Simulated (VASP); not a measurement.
# LiF (kpbe) (Fm-3m) in VASP: vibrations by perturbation theory with PBE

Aim: the vibrations by perturbation theory of LiF (kpbe) with PBE.

Program: VASP 6.6.1. These are calculated values, not measurements. Logs are shortened: lines on timing, memory, paths and dates and some standing lists are left out, and cuts for length are marked.

### Step 1. The cell of the first run

Symmetry: Fm-3m, No. 225, cubic system. Conventional cell: a = 4.067 Å, b = 4.067 Å, c = 4.067 Å, α = 90.00°, β = 90.00°, γ = 90.00°. Li (site symmetry m-3m) has 6 F at 2.03 Å within 2.7 Å. Within 2.7 Å of F (site symmetry m-3m) lie 6 Li at 2.03 Å.

### Step 2. Vibrations by perturbation theory, PBE

INCAR

```
SYSTEM = LiF
  PREC = Accurate
  ENCUT = 520
  EDIFF = 1E-8
  ISMEAR = 0
  SIGMA = 0.01
  LREAL = .False.
  LASPH = .True.
  NELM = 100
  ALGO = Normal
  ISIF = 2
  LWAVE = .False.
  LCHARG = .False.
  GGA = PE
  NBANDS = 12
  IBRION = 8
  NSW = 1
  LEPSILON = .True.
```

KPOINTS

```
regular mesh
0
Gamma
  10 10 10
  0 0 0
```

POSCAR

```
LiF
1.0
    0.0000000000      2.0336765480      2.0336765480
    2.0336765480      0.0000000000      2.0336765480
    2.0336765480      2.0336765480      0.0000000000
Li F
1 1
Direct
    0.0000000000      0.0000000000      0.0000000000
    0.5000000000      0.5000000000      0.5000000000
```

Potentials or basis: VASP PAW PBE potentials, release 64 (Li_sv, F).

On the command line:

```console
cat potpaw_PBE.64/Li_sv/POTCAR potpaw_PBE.64/F/POTCAR > POTCAR
mpirun -np 1 vasp_std > vasp.out
```

OUTCAR:

```text
SYSTEM = LiF
   PREC = Accurate
   ENCUT = 520
   EDIFF = 1E-8
   ISMEAR = 0
   LREAL = .False.
   LASPH = .True.
   NELM = 100
   ISIF = 2
   GGA = PE
   IBRION = 8
   NSW = 1
   LEPSILON = .True.

 ion  position               nearest neighbor table
   1  0.000  0.000  0.000-   2 2.03   2 2.03   2 2.03   2 2.03   2 2.03   2 2.03
   2  0.500  0.500  0.500-   1 2.03   1 2.03   1 2.03   1 2.03   1 2.03   1 2.03

  LATTYP: Found a face centered cubic cell.
 ALAT       =     4.0673530960

  Lattice vectors:

 A1 = (   0.0000000000,   2.0336765480,   2.0336765480)
 A2 = (   2.0336765480,   0.0000000000,   2.0336765480)
 A3 = (   2.0336765480,   2.0336765480,   0.0000000000)

Analysis of symmetry for initial positions (statically):
=====================================================================
 Subroutine PRICEL returns:
 Original cell was already a primitive cell.

 Routine SETGRP: Setting up the symmetry group for a
 face centered cubic supercell.

 Subroutine GETGRP returns: Found 48 space group operations
 (whereof 48 operations were pure point group operations)
 out of a pool of 48 trial point group operations.

The static configuration has the point symmetry O_h .

Analysis of symmetry for dynamics (positions and initial velocities):
=====================================================================
 Subroutine PRICEL returns:
 Original cell was already a primitive cell.

 Routine SETGRP: Setting up the symmetry group for a
 face centered cubic supercell.

 Subroutine GETGRP returns: Found 48 space group operations
 (whereof 48 operations were pure point group operations)
 out of a pool of 48 trial point group operations.

The dynamic configuration has the point symmetry O_h .

 Subroutine INISYM returns: Found 48 space group operations
 (whereof 48 operations are pure point group operations),
 and found     1 'primitive' translations

----------------------------------------------------------------------------------------

                                     Primitive cell

  volume of cell :      16.8219

  direct lattice vectors                    reciprocal lattice vectors
     0.000000000  2.033676548  2.033676548    -0.245860140  0.245860140  0.245860140
     2.033676548  0.000000000  2.033676548     0.245860140 -0.245860140  0.245860140
     2.033676548  2.033676548  0.000000000     0.245860140  0.245860140 -0.245860140

  length of vectors
     2.876052956  2.876052956  2.876052956     0.425842253  0.425842253  0.425842253

  position of ions in fractional coordinates (direct lattice)
     0.000000000  0.000000000  0.000000000
     0.500000000  0.500000000  0.500000000

  ion indices of the primitive-cell ions
   primitive index   ion index
                 1           1
                 2           2

----------------------------------------------------------------------------------------

 KPOINTS: regular mesh

Automatic generation of k-mesh.
 Grid dimensions read from file:
 generate k-points for:   10   10   10

[... 512 lines left out ...]
 ------------------------------------------------------

 Free energy of the ion-electron system (eV)
  ---------------------------------------------------
  ---------------------------------------------------
  free energy    TOTEN  =        -0.05381565 eV

  energy without entropy =       -0.05381565

------------------------ aborting loop because EDIFF is reached ----------------------------------------

--------------------------------------- Ionic step        2  -------------------------------------------

------------------------ aborting loop because EDIFF is reached ----------------------------------------

--------------------------------------- Ionic step        3  -------------------------------------------

------------------------ aborting loop because EDIFF is reached ----------------------------------------

 PIEZOELECTRIC TENSOR FIELD DIRECTION 3  (e Angst)
 -----------------------------------------------------------------------------
    -0.00018  0.00000  0.00000           ( -0.00001  0.00000  0.00000)
     0.00000 -0.00018  0.00000           (  0.00000 -0.00001 -0.00000)
     0.00000 -0.00000 -0.00005           (  0.00000 -0.00000 -0.00001)

 PIEZOELECTRIC TENSOR FIELD DIRECTION 3  (C/m^2)
 -----------------------------------------------------------------------------
    -0.00017  0.00000  0.00000
     0.00000 -0.00017  0.00000
     0.00000 -0.00000 -0.00005

--------------------------------------- Ionic step        4  -------------------------------------------

------------------------ aborting loop because EDIFF is reached ----------------------------------------

[... ionic steps 5 to 6 ...]

--------------------------------------- Ionic step        7  -------------------------------------------

 Free energy of the ion-electron system (eV)
  ---------------------------------------------------
  ---------------------------------------------------
  free energy    TOTEN  =        -0.52283238 eV

  energy without entropy =       -0.52283238

------------------------ aborting loop because EDIFF is reached ----------------------------------------

 INTERNAL STRAIN TENSOR  FOR ION    2  DIRECTION 1   (eV/Angst):
 -----------------------------------------------------------------------------
     0.00600  0.00000 -0.00000
    -0.00000  0.00484 -0.00000
    -0.00000 -0.00000  0.00484

 MACROSCOPIC STATIC DIELECTRIC TENSOR (including local field effects in DFT)
 ------------------------------------------------------
           2.048360     0.000000    -0.000000
           0.000000     2.048360    -0.000000
          -0.000000     0.000000     2.048360
 ------------------------------------------------------

 PIEZOELECTRIC TENSOR (including local field effects)  for field in x, y, z        (e  Angst)
          XX          YY          ZZ          XY          YZ          ZX
  --------------------------------------------------------------------------------
  x     0.00000     0.00000     0.00000     0.00000     0.00000     0.00000
  y     0.00000     0.00000     0.00000     0.00000     0.00000     0.00000
  z     0.00000     0.00000     0.00000     0.00000     0.00000     0.00000

 PIEZOELECTRIC TENSOR (including local field effects)  for field in x, y, z        (C/m^2)
          XX          YY          ZZ          XY          YZ          ZX
  --------------------------------------------------------------------------------
  x     0.00000     0.00000     0.00000     0.00000     0.00000     0.00000
  y     0.00000     0.00000     0.00000     0.00000     0.00000     0.00000
  z     0.00000     0.00000     0.00000     0.00000     0.00000     0.00000

 BORN EFFECTIVE CHARGES (including local field effects) (in |e|, cummulative output)
 ---------------------------------------------------------------------------------
 ion    1
    1     1.05350     0.00000    -0.00000
    2    -0.00000     1.05350     0.00000
    3     0.00000    -0.00000     1.05350
 ion    2
    1    -1.05350    -0.00000     0.00000
    2     0.00000    -1.05350    -0.00000
    3    -0.00000     0.00000    -1.05350

 INTERNAL STRAIN TENSOR FOR ION    2 for displacements in x,y,z  (eV/Angst):
          X           Y           Z          XY          YZ          ZX
  --------------------------------------------------------------------------------
  x     0.00000     0.00000     0.00000     0.00000     0.00000     0.00000
  y     0.00000     0.00000     0.00000     0.00000     0.00000     0.00000
  z     0.00000     0.00000     0.00000     0.00000     0.00000     0.00000

 SECOND DERIVATIVES (NOT SYMMETRIZED)
 ------------------------------------
               1X          1Y          1Z          2X          2Y          2Z
  1X    -1.402031    0.000000    0.000000    1.402031    0.000000    0.000000
  1Y     0.000000   -1.402031    0.000000    0.000000    1.402031    0.000000
  1Z     0.000000    0.000000   -1.402031    0.000000    0.000000    1.402031
  2X     1.382585    0.000000    0.000000   -1.382585    0.000000    0.000000
  2Y     0.000000    1.382585    0.000000    0.000000   -1.382585    0.000000
  2Z     0.000000    0.000000    1.382585    0.000000    0.000000   -1.382585

 Eigenvectors and eigenvalues of the dynamical matrix
 ----------------------------------------------------

   1 f  =    8.165050 THz    51.302522 2PiTHz  272.356749 cm-1    33.767918 meV
             X         Y         Z           dx          dy          dz
      0.000000  0.000000  0.000000     0.856273   -0.000000    0.000000
      2.033677  2.033677  2.033677    -0.516523    0.000000    0.000000
[... 21 lines left out ...]
   6 f/i=    0.025220 THz     0.158462 2PiTHz    0.841251 cm-1     0.104302 meV
             X         Y         Z           dx          dy          dz
      0.000000  0.000000  0.000000    -0.389139   -0.224609    0.254789
      2.033677  2.033677  2.033677    -0.645101   -0.372350    0.422380

--------------------------------------------------------------------------------------------------------

 MACROSCOPIC STATIC DIELECTRIC TENSOR IONIC CONTRIBUTION
 ------------------------------------------------------
           8.574555    -0.000000     0.000000
          -0.000000     8.574555    -0.000000
           0.000000    -0.000000     8.574555
 ------------------------------------------------------

 ELASTIC MODULI CONTR FROM IONIC RELAXATION (kBar)
 Direction    XX          YY          ZZ          XY          YZ          ZX
 --------------------------------------------------------------------------------
 XX           0.0000      0.0000      0.0000      0.0000      0.0000      0.0000
 YY           0.0000      0.0000      0.0000      0.0000      0.0000      0.0000
 ZZ           0.0000      0.0000      0.0000      0.0000      0.0000      0.0000
 XY           0.0000      0.0000      0.0000      0.0000      0.0000      0.0000
 YZ           0.0000      0.0000      0.0000      0.0000      0.0000      0.0000
 ZX           0.0000      0.0000      0.0000      0.0000      0.0000      0.0000
 --------------------------------------------------------------------------------

 PIEZOELECTRIC TENSOR IONIC CONTR  for field in x, y, z        (C/m^2)
          XX          YY          ZZ          XY          YZ          ZX
  --------------------------------------------------------------------------------
  x     0.00000     0.00000     0.00000     0.00000     0.00000     0.00000
  y     0.00000     0.00000     0.00000     0.00000     0.00000     0.00000
  z     0.00000     0.00000     0.00000     0.00000     0.00000     0.00000
```

Wall time 85 s (1 thread of Intel Xeon 6975P-C (Granite Rapids), shared host); peak memory 0.17 GiB.

Results:

| Quantity | Value |
| --- | --- |
| Electronic dielectric tensor (diagonal) | 2.05 |
| Born charges (mean of the diagonal) | Li +1.05; F -1.05 e |
| Highest phonon frequency at Γ, LO-TO splitting left out | 272 cm⁻¹ |

Phonon frequencies in cm⁻¹ (negative: imaginary):
```
              q point           frequencies
(0.000, 0.000, 0.000)  -1 -1 -1 272 272 272
```

Electronic dielectric tensor:
```
2.05 0.00 0.00
0.00 2.05 0.00
0.00 0.00 2.05
```

Born effective charge tensors (e):
atom 1, Li
```
1.05 0.00 0.00
0.00 1.05 0.00
0.00 0.00 1.05
```
atom 2, F
```
-1.05  0.00  0.00
 0.00 -1.05  0.00
 0.00  0.00 -1.05
```
